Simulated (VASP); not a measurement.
# BaTiO3 in VASP: a series of runs

Aim: see how the results for BaTiO3 move with the level of theory and the settings. Levels: HSE06, PBE. Tasks: single point.

All numbers are computed with VASP 6.6.1; they aren't measurements. Logs are shortened: lines on timing, memory, paths and dates and some standing lists are left out, and cuts for length are marked.

## Step 1: The cell of the first run

Symmetry: Pm-3m, No. 221, cubic system. The conventional cell has a = 3.874 Å, b = 3.874 Å, c = 3.874 Å, α = 90.00°, β = 90.00°, γ = 90.00°. Ba (site symmetry m-3m) has 12 O at 2.74 Å and 8 Ti at 3.36 Å within 3.6 Å. Ti (site symmetry m-3m) has 6 O at 1.94 Å within 2.6 Å. Within 2.6 Å of O (site symmetry 4/mmm) lie 2 Ti at 1.94 Å.

## Step 2: Single point, HSE06 (strain -3.0%)

POSCAR

```
BaTiO3
1.0
    3.8742736244      0.0000000000      0.0000000000
    0.0000000000      3.8742736244      0.0000000000
    0.0000000000      0.0000000000      3.8742736244
Ba Ti O
1 1 3
Direct
    0.0000000000      0.0000000000      0.0000000000
    0.5000000000      0.5000000000      0.5000000000
    0.5000000000      0.5000000000      0.0000000000
    0.5000000000      0.0000000000      0.5000000000
    0.0000000000      0.5000000000      0.5000000000
```

INCAR.step1

```
SYSTEM = BaTiO3
ALGO     = Normal         ! electronic algorithm
EDIFF    = 1E-5           ! SCF threshold, eV
ENCUT    = 520            ! plane-wave cutoff, eV
GGA      = PE             ! functional
ISIF     = 2              ! what is computed and relaxed
ISMEAR   = 0              ! smearing method
LASPH    = .TRUE.         ! aspherical terms in the spheres
LCHARG   = .FALSE.        ! write CHGCAR
LREAL    = .FALSE.        ! projectors in reciprocal space
LWAVE    = .TRUE.         ! write WAVECAR
NBANDS   = 28             ! bands
NELM     = 60             ! most SCF steps
PREC     = Accurate       ! precision mode
SIGMA    = 0.01           ! smearing width, eV
```

INCAR.step2

```
SYSTEM = BaTiO3
ALGO     = Normal         ! electronic algorithm
EDIFF    = 1E-6           ! SCF threshold, eV
ENCUT    = 520            ! plane-wave cutoff, eV
GGA      = PE             ! functional
HFSCREEN = 0.2079         ! screening, 1/A
ISIF     = 2              ! what is computed and relaxed
ISMEAR   = 0              ! smearing method
ISTART   = 1            
LASPH    = .TRUE.         ! aspherical terms in the spheres
LCHARG   = .FALSE.        ! write CHGCAR
LHFCALC  = .TRUE.         ! exact exchange
LREAL    = .FALSE.        ! projectors in reciprocal space
LWAVE    = .FALSE.        ! write WAVECAR
NBANDS   = 28             ! bands
NELM     = 60             ! most SCF steps
PREC     = Accurate       ! precision mode
PRECFOCK = Fast         
SIGMA    = 0.01           ! smearing width, eV
```

KPOINTS

```
k-points
0
G
  4 4 4
  0 0 0
```

Potentials or basis: VASP PAW PBE potentials, release 64 (Ba_sv, Ti_sv, O).

Started as:

```sh
> cat potpaw_PBE.64/Ba_sv/POTCAR potpaw_PBE.64/Ti_sv/POTCAR potpaw_PBE.64/O/POTCAR > POTCAR
> cp INCAR.step1 INCAR
> mpirun -np 1 vasp_std > vasp.out
> cp INCAR.step2 INCAR
> mpirun -np 1 vasp_std > vasp.out
```

OUTCAR:

```text
SYSTEM = BaTiO3
   EDIFF = 1E-6
   ENCUT = 520
   GGA = PE
   HFSCREEN = 0.2079
   ISIF = 2
   ISMEAR = 0
   ISTART = 1
   LASPH = .TRUE.
   LHFCALC = .TRUE.
   LREAL = .FALSE.
   NELM = 60
   PREC = Accurate
   PRECFOCK = Fast

 ion  position               nearest neighbor table
   1  0.000  0.000  0.000-   3 2.74   4 2.74   5 2.74   4 2.74   5 2.74   3 2.74   5 2.74   5 2.74
                             3 2.74   4 2.74   4 2.74   3 2.74   2 3.36   2 3.36   2 3.36   2 3.36
   2  0.500  0.500  0.500-   3 1.94   4 1.94   5 1.94   3 1.94   4 1.94   5 1.94   1 3.36   1 3.36
                             1 3.36   1 3.36   1 3.36   1 3.36   1 3.36   1 3.36
   3  0.500  0.500  0.000-   2 1.94   2 1.94   1 2.74   1 2.74   1 2.74   1 2.74
   4  0.500  0.000  0.500-   2 1.94   2 1.94   1 2.74   1 2.74   1 2.74   1 2.74
   5  0.000  0.500  0.500-   2 1.94   2 1.94   1 2.74   1 2.74   1 2.74   1 2.74

  LATTYP: Found a simple cubic cell.
 ALAT       =     3.8742736244

  Lattice vectors:

 A1 = (   3.8742736244,   0.0000000000,   0.0000000000)
 A2 = (   0.0000000000,   3.8742736244,   0.0000000000)
 A3 = (   0.0000000000,   0.0000000000,   3.8742736244)

Analysis of symmetry for initial positions (statically):
=====================================================================
 Subroutine PRICEL returns:
 Original cell was already a primitive cell.

 Routine SETGRP: Setting up the symmetry group for a
 simple cubic supercell.

 Subroutine GETGRP returns: Found 48 space group operations
 (whereof 48 operations were pure point group operations)
 out of a pool of 48 trial point group operations.

The static configuration has the point symmetry O_h .

Analysis of symmetry for dynamics (positions and initial velocities):
=====================================================================
 Subroutine PRICEL returns:
 Original cell was already a primitive cell.

 Routine SETGRP: Setting up the symmetry group for a
 simple cubic supercell.

 Subroutine GETGRP returns: Found 48 space group operations
 (whereof 48 operations were pure point group operations)
 out of a pool of 48 trial point group operations.

The dynamic configuration has the point symmetry O_h .

 Subroutine INISYM returns: Found 48 space group operations
 (whereof 48 operations are pure point group operations),
 and found     1 'primitive' translations

----------------------------------------------------------------------------------------

[... 94 lines left out ...]
   NELECT =      40.0000    total number of electrons
   NUPDOWN=      -1.0000    fix difference up-down
   EMIN   =  10.00;   EMAX   =-10.00  energy-range for DOS
   EFERMI =   0.00;   METHOD = LEGACY
   ISMEAR =     0;   SIGMA  =   0.01  broadening in eV -4-tet -1-fermi 0-gaus
   EFERMI_NEDOS =   21; number of points for ismear=-14 and -15
   IALGO  =     38    algorithm
   IMIX   =      1    mixing-type and parameters
     AMIX     =   0.40;   BMIX     =  1.00
     AMIX_MAG =   1.60;   BMIX_MAG =  1.00
  volume/ion in A,a.u.               =      11.63        78.49
  Fermi-wavevector in a.u.,A,eV,Ry     =   1.445122  2.730885 28.414106  2.088378
  Thomas-Fermi vector in A             =   2.563340
   LORBIT       =      0    0 simple, 1 ext, 2 COOP (PROOUT), +10 PAW based schemes
   GGA     = PE    functional components
   LHFCALC =     T    Hartree Fock is set to
   PRECFOCK=fast      Normal, Fast or Accurate (Low or Medium for compatibility)
   ENCUT4O =  -1.0   cutoff for four orbital integrals eV
   NKREDX  =     1    reduce k-point grid by
   NKREDY  =     1    reduce k-point grid by
   NKREDZ  =     1    reduce k-point grid by
   AEXX    =    0.2500 exact exchange contribution
   HFSCREEN=    0.2079 screening length (either q_TF or 0.3 A-1)
   HFSCREENC=   0.2079 screening length for correlation (either q_TF or 0.3 A-1)
   ENCUTFOCK=  -1.0 apply spherical cutoff to Coloumb kernel
   IVDW    =     0    specifies the selected vdW correction
   LEPSILON=     F    determine dielectric tensor
   LRPA    =     F    only Hartree local field effects (RPA)
 non-spin polarized calculation
 Gauss-broadening in eV      SIGMA  =   0.01
  energy-cutoff  :      520.00
  volume of cell :       58.15
 maximum number of plane-waves:      1596
 NGX is ok and might be reduce to    30
  NGX = 16; NGY = 16; NGZ = 16

 number of electron      40.0000023 magnetization

 Free energy of the ion-electron system (eV)
  ---------------------------------------------------
  ext. energy  EPLUGINS =         0.00000000
  ---------------------------------------------------
  free energy    TOTEN  =       -48.06754232 eV

  energy without entropy =      -48.06754232  energy(sigma->0) =      -48.06754232

 E-fermi :   3.7757     XC(G=0):  -9.6670

 val. band max:        3.5674733540   @ k =   0.5000   0.5000   0.5000
 cond. band min:       6.9387497430   @ k =   0.0000   0.0000   0.0000
 fundamental gap:      3.3712763891
 Fermi energy:         3.7757021662

 k-point     1 :       0.0000    0.0000    0.0000
  band No.  band energies     occupation
      1     -56.9899      2.00000
      2     -31.6021      2.00000
      3     -31.6021      2.00000
      4     -31.6021      2.00000
      5     -22.3933      2.00000
      6     -15.1427      2.00000
[... 299 lines left out ...]
     27      14.2803      0.00000
     28      14.2803      0.00000

------------------------ aborting loop because EDIFF is reached ----------------------------------------

  FORCE on cell =-STRESS in cart. coord.  units (eV):
  Direction    XX          YY          ZZ          XY          YZ          ZX
  --------------------------------------------------------------------------------------
  -------------------------------------------------------------------------------------
  Total        7.1645393      7.1645393      7.1645393     -0.0000000     -0.0000000      0.0000000
  in kB      197.3912887    197.3912887    197.3912887     -0.0000000     -0.0000000      0.0000000
  external PRESSURE =     197.3912887 kB  Pullay stress =       0.0000000 kB

 VOLUME and BASIS-vectors are now :
 -----------------------------------------------------------------------------
  energy-cutoff  :      520.00
  volume of cell :       58.15
      direct lattice vectors                 reciprocal lattice vectors
     3.874273624  0.000000000  0.000000000     0.258112900  0.000000000  0.000000000
     0.000000000  3.874273624  0.000000000     0.000000000  0.258112900  0.000000000
     0.000000000  0.000000000  3.874273624     0.000000000  0.000000000  0.258112900

 POSITION                                       TOTAL-FORCE (eV/Angst)
 -----------------------------------------------------------------------------------
      0.00000      0.00000      0.00000         0.000000      0.000000      0.000000
      1.93714      1.93714      1.93714         0.000000      0.000000      0.000000
      1.93714      1.93714      0.00000         0.000000      0.000000      0.000000
      1.93714      0.00000      1.93714         0.000000      0.000000      0.000000
      0.00000      1.93714      1.93714         0.000000      0.000000      0.000000
 -----------------------------------------------------------------------------------
    total drift:                                0.000001      0.000000      0.000001

  FREE ENERGIE OF THE ION-ELECTRON SYSTEM (eV)
  ---------------------------------------------------
  free  energy   TOTEN  =       -48.0675423172 eV

  energy  without entropy=      -48.0675423172  energy(sigma->0) =      -48.06754232
```

OSZICAR.step1:

```text
N       E                     dE             d eps       ncg     rms          rms(c)
DAV:   1     0.450387894541E+03    0.45039E+03   -0.21252E+04   560   0.158E+03
DAV:   2    -0.474604031364E+01   -0.45513E+03   -0.43435E+03   624   0.440E+02
DAV:   3    -0.478695634785E+02   -0.43124E+02   -0.42750E+02   772   0.135E+02
DAV:   4    -0.500127596206E+02   -0.21432E+01   -0.21388E+01   824   0.252E+01
DAV:   5    -0.500645518693E+02   -0.51792E-01   -0.51786E-01   740   0.318E+00    0.255E+01
DAV:   6    -0.393512941634E+02    0.10713E+02   -0.54041E+01   744   0.699E+01    0.101E+01
DAV:   7    -0.394755494659E+02   -0.12426E+00   -0.75135E+00   704   0.196E+01    0.742E+00
DAV:   8    -0.394233193749E+02    0.52230E-01   -0.84980E-01   684   0.883E+00    0.232E+00
DAV:   9    -0.394341452632E+02   -0.10826E-01   -0.17993E-01   724   0.314E+00    0.875E-01
DAV:  10    -0.394308972052E+02    0.32481E-02   -0.75683E-02   660   0.188E+00    0.687E-01
DAV:  11    -0.394268592521E+02    0.40380E-02   -0.30299E-02   808   0.149E+00    0.209E-01
DAV:  12    -0.394262636131E+02    0.59564E-03   -0.18673E-03   664   0.419E-01    0.802E-02
DAV:  13    -0.394262775828E+02   -0.13970E-04   -0.19520E-03   800   0.313E-01    0.869E-02
DAV:  14    -0.394261604895E+02    0.11709E-03   -0.37164E-04   624   0.124E-01    0.436E-02
DAV:  15    -0.394261603112E+02    0.17830E-06   -0.15733E-05   436   0.278E-02
   1 F= -.39426160E+02 E0= -.39426160E+02  d E =-.107594E-27
```

Wall time 28 min (1 thread of Intel Xeon 8259CL, shared host); peak memory 0.29 GiB.

What came out:

| Item | Value |
| --- | --- |
| Free energy | -48.0675 eV |
| Pressure | 19.7 GPa |
| Band gap on the k mesh | 3.37 eV (least direct gap 3.38 eV) |

Levels at points of the mesh, in eV from the valence-band top:
```csv
k point,band 16,band 17,band 18,band 19,band 20,band 21,band 22,band 23,band 24,band 25
"(0.00, 0.00, 0.00)",-1.35,-1.35,-0.01,-0.01,-0.01,3.37,3.37,3.37,6.02,6.02
"(0.50, 0.00, 0.00)",-2.22,-2.03,-2.03,-0.76,-0.76,3.60,5.65,5.65,6.07,8.58
"(0.50, 0.50, 0.00)",-3.25,-1.88,-0.82,-0.82,-0.11,5.67,5.67,6.22,7.16,10.17
"(0.50, 0.50, 0.50)",-2.41,-2.41,0.00,0.00,0.00,6.59,6.59,6.59,8.82,8.82
```

Caveat: the cell differs from its parent crystal (strain -3.0%); the cell stands under pressure; the PAW data sets were made with another functional, which shifts forces and pressure a little; spin-orbit coupling is left out, which moves the levels of the heavy elements. A k mesh can miss the band edges.

## Step 3: Single point, PBE (uniaxial z strain -1.5%)

INCAR

```
SYSTEM = BaTiO3
PREC = Accurate
ENCUT = 1340
EDIFF = 1E-6
ISMEAR = -1
SIGMA = 0.02
LREAL = .False.
LASPH = .True.
NELM = 120
ALGO = Normal
ISIF = 2
LWAVE = .False.
LCHARG = .True.
GGA = PE
LELF = .True.
LVHAR = .True.
NBANDS = 28
GGA_COMPAT = .False.
```

KPOINTS

```
Automatic mesh
0
Gamma
  6 6 6
  0 0 0
```

POSCAR: that of step 2 with these lines changed.

```diff
@@ -2,5 +2,5 @@
 1.0
-    3.8742736244      0.0000000000      0.0000000000
-    0.0000000000      3.8742736244      0.0000000000
-    0.0000000000      0.0000000000      3.8742736244
+    3.9940965200      0.0000000000      0.0000000000
+    0.0000000000      3.9940965200      0.0000000000
+    0.0000000000      0.0000000000      3.9341850722
 Ba Ti O
```

Potentials or basis: VASP PAW PBE potentials, release 64 (Ba_sv, Ti_sv, O_h).

Started as:

```sh
> cat potpaw_PBE.64/Ba_sv/POTCAR potpaw_PBE.64/Ti_sv/POTCAR potpaw_PBE.64/O_h/POTCAR > POTCAR
> mpirun -np 1 vasp_std > vasp.out
```

OUTCAR:

```text
SYSTEM = BaTiO3
   PREC = Accurate
   ENCUT = 1340
   EDIFF = 1E-6
   ISMEAR = -1
   LREAL = .False.
   LASPH = .True.
   NELM = 120
   ISIF = 2
   GGA = PE

 ion  position               nearest neighbor table
   1  0.000  0.000  0.000-   4 2.80   5 2.80   4 2.80   5 2.80   5 2.80   5 2.80   4 2.80   4 2.80
                             3 2.82   3 2.82   3 2.82   3 2.82   2 3.44   2 3.44   2 3.44   2 3.44
   2  0.500  0.500  0.500-   3 1.97   3 1.97   5 2.00   4 2.00   4 2.00   5 2.00   1 3.44   1 3.44
                             1 3.44   1 3.44   1 3.44   1 3.44   1 3.44   1 3.44
[... 952 lines left out ...]
  -------------------------------------------------------------------------------------
  Total        2.6187117      2.6187117      3.9277238      0.0000000     -0.0000000      0.0000000
  in kB       66.8507638     66.8507638    100.2673699      0.0000000     -0.0000000      0.0000000
  external PRESSURE =      77.9896325 kB  Pullay stress =       0.0000000 kB

 VOLUME and BASIS-vectors are now :
 -----------------------------------------------------------------------------
  energy-cutoff  :     1340.00
  volume of cell :       62.76
      direct lattice vectors                 reciprocal lattice vectors
     3.994096520  0.000000000  0.000000000     0.250369513  0.000000000  0.000000000
     0.000000000  3.994096520  0.000000000     0.000000000  0.250369513  0.000000000
     0.000000000  0.000000000  3.934185072     0.000000000  0.000000000  0.254182247

 POSITION                                       TOTAL-FORCE (eV/Angst)
 -----------------------------------------------------------------------------------
      0.00000      0.00000      0.00000         0.000000      0.000000      0.000000
      1.99705      1.99705      1.96709         0.000000      0.000000      0.000000
      1.99705      1.99705      0.00000         0.000000      0.000000      0.000000
      1.99705      0.00000      1.96709         0.000000      0.000000      0.000000
      0.00000      1.99705      1.96709         0.000000      0.000000      0.000000
 -----------------------------------------------------------------------------------
    total drift:                                0.000000     -0.000000     -0.000000

  FREE ENERGIE OF THE ION-ELECTRON SYSTEM (eV)
  ---------------------------------------------------
  free  energy   TOTEN  =       -39.9365196115 eV

  energy  without entropy=      -39.9365196115  energy(sigma->0) =      -39.93651961
```

Run time: 8.4 min. Hardware: 1 thread of AMD EPYC, shared host; peak memory 0.49 GiB.

What came out:

| Quantity | Value |
| --- | --- |
| Free energy | -39.9365 eV |
| Pressure | 7.8 GPa |
| Band gap on the k mesh | 1.76 eV (least direct gap 1.88 eV) |

Stress tensor (GPa, compression positive):
```
 6.69  0.00  0.00
 0.00  6.69  0.00
 0.00  0.00 10.03
```

Levels at points of the mesh, in eV from the valence-band top:
```tsv
k point	band 17	band 18	band 19	band 20	band 21	band 22	band 23	band 24
(0.00, 0.00, 0.00)	-1.10	-0.14	-0.14	-0.12	1.76	1.79	1.79	3.98
(0.50, 0.00, 0.00)	-1.81	-1.81	-0.73	-0.71	1.95	3.54	3.54	4.08
(0.50, 0.50, 0.00)	-1.72	-0.96	-0.96	-0.14	3.55	3.55	3.96	5.03
(0.00, 0.00, 0.50)	-1.98	-1.96	-0.73	-0.73	1.94	3.67	3.67	3.99
(0.50, 0.00, 0.50)	-1.72	-0.83	-0.83	-0.09	3.55	3.68	4.05	4.87
(0.50, 0.50, 0.50)	-2.31	-0.04	0.00	0.00	4.23	4.31	4.31	6.76
```

Caveat: the cell differs from its parent crystal (uniaxial z strain -1.5%); the cell stands under pressure; spin-orbit coupling is left out, which moves the levels of the heavy elements.
